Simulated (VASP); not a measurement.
Ge, 2 atoms in the cell. The structure is cubic, space group Fd-3m (No. 227). The conventional cell has a = 5.672 Å, b = 5.672 Å, c = 5.672 Å, α = 90.00°, β = 90.00°, γ = 90.00°. Within 3.2 Å of Ge (site symmetry -43m) lie 4 Ge at 2.46 Å. 

* Program: VASP 6.6.1
* Task: single point
* Functional: r2SCAN
* Potentials or basis: VASP PAW PBE potentials, release 64 (Ge_d)
* Cutoff: 520 eV
* k mesh: 10 × 10 × 10
* Occupations: methfessel-paxton, width 0.3 eV
* Spin: no spin polarisation
* Dipole correction: no
* Further INCAR settings: ALGO = Normal; EDIFF = 1e-06; NBANDS = 21

Potentials or basis: VASP PAW PBE potentials, release 64 (Ge_d).

Command:

```console
$ cat potpaw_PBE.64/Ge_d/POTCAR > POTCAR
$ cp INCAR.step1 INCAR
$ mpirun -np 1 vasp_std > vasp.out
$ cp INCAR.step2 INCAR
$ mpirun -np 1 vasp_std > vasp.out
```

Hardware: 1 thread of Intel Xeon 8259CL, on a shared host.

**Question.** Estimate the wall time of this run.

**Answer.** Run time: 4.5 min on 1 thread of Intel Xeon 8259CL, with other jobs on the host, peak memory 0.19 GiB. Counts: k points 47.
